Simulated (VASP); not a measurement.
# CoSi (zincblende type) (F-43m) in VASP: relaxation of cell and atoms with PBE

Aim: the relaxation of cell and atoms of CoSi (zincblende type) with PBE.

Program: VASP 6.6.1. These are calculated values, not measurements. Logs are shortened: lines on timing, memory, paths and dates and some standing lists are left out, and cuts for length are marked.

**1. The cell of the first run**

It takes space group F-43m (No. 216, cubic). The conventional cell has a = 5.294 Å, b = 5.294 Å, c = 5.294 Å, α = 90.00°, β = 90.00°, γ = 90.00°. Co (site symmetry -43m) has 4 Si at 2.29 Å within 3.0 Å. Within 3.0 Å of Si (site symmetry -43m) lie 4 Co at 2.29 Å.

**2. Relaxation of cell and atoms, PBE, collinear spin, ferromagnetic start**

File INCAR:

```
PREC     = Accurate       # precision mode
ENCUT    = 600            # plane-wave cutoff, eV
EDIFF    = 1E-6           # SCF threshold, eV
ISMEAR   = -1             # smearing method
SIGMA    = 0.08           # smearing width, eV
LREAL    = F              # projectors in reciprocal space
LASPH    = T              # aspherical terms in the spheres
NELM     = 150            # most SCF steps
ALGO     = Normal         # electronic algorithm
ISIF     = 3              # what is computed and relaxed
LWAVE    = F              # write WAVECAR
LCHARG   = F              # write CHGCAR
ISPIN    = 2              # spin polarisation
MAGMOM   = 1.7 0          # initial moments
LORBIT   = 11             # projections on sites
LMAXMIX  = 4              # l up to which the mixer works
GGA      = PE             # functional
IBRION   = 2              # ionic algorithm
NSW      = 60             # ionic steps
EDIFFG   = -0.005         # ionic threshold
```

File KPOINTS:

```
Automatic mesh
0
Gamma
  14 14 14
```

File POSCAR:

```
CoSi
1.0
    0.0000000000      2.6470261364      2.6470261364
    2.6470261364      0.0000000000      2.6470261364
    2.6470261364      2.6470261364      0.0000000000
Co Si
1 1
Direct
    0.0000000000      0.0000000000      0.0000000000
    0.2500000000      0.2500000000      0.2500000000
```

Potentials or basis: VASP PAW PBE potentials, release 64 (Co, Si).

The run is started by

```
> cat potpaw_PBE.64/Co/POTCAR potpaw_PBE.64/Si/POTCAR > POTCAR
> mpirun -np 1 vasp_std > vasp.out
```

OUTCAR:

```text
PREC = Accurate
   ENCUT = 600
   EDIFF = 1E-6
   ISMEAR = -1
   LREAL = F
   LASPH = T
   NELM = 150
   ISIF = 3
   ISPIN = 2
   LORBIT = 11
   GGA = PE
   IBRION = 2
   NSW = 60
   EDIFFG = -0.005

 ion  position               nearest neighbor table
   1  0.000  0.000  0.000-   2 2.29   2 2.29   2 2.29   2 2.29
   2  0.250  0.250  0.250-   1 2.29   1 2.29   1 2.29   1 2.29

  LATTYP: Found a face centered cubic cell.
 ALAT       =     5.2940522728

  Lattice vectors:

 A1 = (   0.0000000000,   2.6470261364,   2.6470261364)
 A2 = (   2.6470261364,   0.0000000000,   2.6470261364)
 A3 = (   2.6470261364,   2.6470261364,   0.0000000000)

Analysis of symmetry for initial positions (statically):
=====================================================================
 Subroutine PRICEL returns:
 Original cell was already a primitive cell.

 Routine SETGRP: Setting up the symmetry group for a
 face centered cubic supercell.

 Subroutine GETGRP returns: Found 24 space group operations
 (whereof 24 operations were pure point group operations)
 out of a pool of 48 trial point group operations.

The static configuration has the point symmetry T_d .

Analysis of symmetry for dynamics (positions and initial velocities):
=====================================================================
 Subroutine PRICEL returns:
 Original cell was already a primitive cell.

 Routine SETGRP: Setting up the symmetry group for a
 face centered cubic supercell.

 Subroutine GETGRP returns: Found 24 space group operations
 (whereof 24 operations were pure point group operations)
 out of a pool of 48 trial point group operations.

The dynamic configuration has the point symmetry T_d .

Analysis of structural, dynamic, and magnetic symmetry:
=====================================================================
 Subroutine PRICEL returns:
 Original cell was already a primitive cell.

 Routine SETGRP: Setting up the symmetry group for a
 face centered cubic supercell.

 Subroutine GETGRP returns: Found 24 space group operations
 (whereof 24 operations were pure point group operations)
 out of a pool of 48 trial point group operations.

The overall configuration has the point symmetry T_d .

 Subroutine INISYM returns: Found 24 space group operations
 (whereof 24 operations are pure point group operations),
 and found     1 'primitive' translations

[... 116 lines left out ...]
  Fermi-wavevector in a.u.,A,eV,Ry     =   1.154218  2.181155 18.125932  1.332218
  Thomas-Fermi vector in A             =   2.290856
   LORBIT       =     11    0 simple, 1 ext, 2 COOP (PROOUT), +10 PAW based schemes
   GGA     = PE    functional components
   LHFCALC =     F    Hartree Fock is set to
   AEXX    =    0.0000 exact exchange contribution
   IVDW    =     0    specifies the selected vdW correction
   LEPSILON=     F    determine dielectric tensor
   LRPA    =     F    only Hartree local field effects (RPA)
 conjugate gradient relaxation of ions
 spin polarized calculation
  energy-cutoff  :      600.00
  volume of cell :       37.09
 maximum number of plane-waves:      1259
 NGX is ok and might be reduce to    30
   NGX = 15   NGY = 15   NGZ = 15

--------------------------------------- Ionic step        1  -------------------------------------------

 number of electron      12.9999998 magnetization       0.0041756

 number of electron      12.9999998 magnetization      -0.0002103

 Free energy of the ion-electron system (eV)
  ---------------------------------------------------
  ext. energy  EPLUGINS =         0.00000000
  ---------------------------------------------------
  free energy    TOTEN  =       -11.59508649 eV

  energy without entropy =      -11.56739795  energy(sigma->0) =      -11.58124222

------------------------ aborting loop because EDIFF is reached ----------------------------------------

  FORCE on cell =-STRESS in cart. coord.  units (eV):
  Direction    XX          YY          ZZ          XY          YZ          ZX
  --------------------------------------------------------------------------------------
  -------------------------------------------------------------------------------------
  Total       -2.3086732     -2.3086732     -2.3086732      0.0000000      0.0000000      0.0000000
  in kB      -99.7168056    -99.7168056    -99.7168056      0.0000000      0.0000000      0.0000000
  external PRESSURE =     -99.7168056 kB  Pullay stress =       0.0000000 kB
[... 177 lines left out ...]
 number of electron      13.0000001 magnetization      -0.0000007

 number of electron      13.0000001 magnetization       0.0000025

 Free energy of the ion-electron system (eV)
  ---------------------------------------------------
  ext. energy  EPLUGINS =         0.00000000
  ---------------------------------------------------
  free energy    TOTEN  =       -11.73920962 eV

  energy without entropy =      -11.71656614  energy(sigma->0) =      -11.72788788

 E-fermi :   6.0422     XC(G=0): -10.5511

 val. band max:        6.0130503058   @ k =   0.5000   0.4286   0.0714
 cond. band min:       6.0968694468   @ k =  -0.2857   0.2143   0.0714
 fundamental gap:      0.0838191410
 Fermi energy:         6.0422457328

 spin component 1

 k-point     1 :       0.0000    0.0000    0.0000
  band No.  band energies     occupation
      1      -3.8571      1.00000
      2       3.7335      1.00000
      3       3.7335      1.00000
      4       3.7335      1.00000
      5       5.0193      1.00000
      6       5.0193      1.00000
      7      12.4633      0.00000
      8      12.4633      0.00000
      9      12.4633      0.00000
     10      13.7719      0.00000
     11      13.7719      0.00000
[... 310 lines left out ...]
  band No.  band energies     occupation
      1      -2.7446      1.00000
      2       3.1755      1.00000
      3       3.9212      1.00000
      4       3.9598      1.00000
      5       4.8018      1.00000
      6       5.1478      0.99999
      7       8.0749      0.00000
      8       9.6835      0.00000
      9      10.3743      0.00000
     10      13.3197      0.00000
     11      15.1745      0.00000

 [... further k-points ...]

 spin component 2

 k-point     1 :       0.0000    0.0000    0.0000
  band No.  band energies     occupation
      1      -3.8571      1.00000
      2       3.7335      1.00000
      3       3.7335      1.00000
      4       3.7335      1.00000
      5       5.0193      1.00000
      6       5.0193      1.00000
      7      12.4633      0.00000
      8      12.4633      0.00000
      9      12.4633      0.00000
     10      13.7719      0.00000
     11      13.7719      0.00000
[... 351 lines left out ...]
  FREE ENERGIE OF THE ION-ELECTRON SYSTEM (eV)
  ---------------------------------------------------
  free  energy   TOTEN  =       -11.7392096152 eV

  energy  without entropy=      -11.7165661388  energy(sigma->0) =      -11.72788788

 reached required accuracy - stopping structural energy minimisation

 total charge

# of ion       s       p       d       tot
------------------------------------------
    1        0.534   0.385   7.548   8.466
    2        0.826   0.853   0.000   1.680
--------------------------------------------------
tot          1.360   1.238   7.548  10.146

 magnetization (x)

# of ion       s       p       d       tot
------------------------------------------
    1       -0.000  -0.000  -0.000  -0.000
    2        0.000   0.000   0.000   0.000
--------------------------------------------------
tot         -0.000   0.000  -0.000  -0.000
```

OSZICAR:

```text
N       E                     dE             d eps       ncg     rms          rms(c)
DAV:   1     0.501871684859E+02    0.50187E+02   -0.57891E+03  4576   0.121E+03
DAV:   2    -0.103341647168E+02   -0.60521E+02   -0.57244E+02  4621   0.206E+02
DAV:   3    -0.128615827677E+02   -0.25274E+01   -0.24572E+01  5308   0.510E+01
[... 53 lines left out ...]
DAV:   1    -0.117397515822E+02   -0.56579E-03   -0.64758E-03  4980   0.138E+00    0.223E-01
DAV:   2    -0.117420878989E+02   -0.23363E-02   -0.31801E-02  5128   0.259E+00    0.470E-01
DAV:   3    -0.117392168449E+02    0.28711E-02   -0.17160E-02  5116   0.193E+00    0.326E-02
DAV:   4    -0.117392112691E+02    0.55757E-05   -0.14345E-04  4621   0.973E-02    0.138E-02
DAV:   5    -0.117392097050E+02    0.15641E-05   -0.79417E-06  4734   0.364E-02    0.461E-03
DAV:   6    -0.117392096152E+02    0.89823E-07   -0.83239E-07  2543   0.741E-03
   6 F= -.11739210E+02 E0= -.11727888E+02  d E =-.656493E-04  mag=    -0.0000
```

Wall time 12 min (1 thread of Oxide Virtual Turin-like, shared host); peak memory 0.23 GiB.

Results:

```
Free energy                                           : -11.7392 eV
Relaxed volume                                        : 16.46 Å³/atom
Relaxed cell                                          : a = 3.598 Å, b = 3.598 Å, c = 3.598 Å, α = 60.00°, β = 60.00°, γ = 60.00°
Space group after relaxing (to 0.1 Å)                 : F-43m (No. 216)
Energy gained by relaxing                             : 72.1 meV/atom
Ionic steps                                           : 6
Pressure after relaxing                               : 0.0 GPa
Net moment                                            : 0.00 μB per cell
Valence electrons inside the program's atomic spheres : Co 8.47; Si 1.68
```

The path:
```
step  energy change (eV)  largest force (eV/Å)  pressure (GPa)  volume (Å³)
   1              0.0000                0.0000           -9.97        37.09
   2             -0.1119                0.0000            6.25        31.24
   3             -0.1441                0.0000           -0.18        32.93
   4             -0.1441                0.0000            0.28        32.85
   5             -0.1441                0.0000           -0.15        32.98
   6             -0.1441                0.0000            0.02        32.93
```

Final structure:
```
Co Si
1.0
     0.00000    2.54391    2.54391
     2.54391    0.00000    2.54391
     2.54391    2.54391    0.00000
Co Si
1 1
Direct
  0.00000 0.00000 0.00000
  0.25000 0.25000 0.25000
```

Caveat: the moments typed at the start vanished in this run.
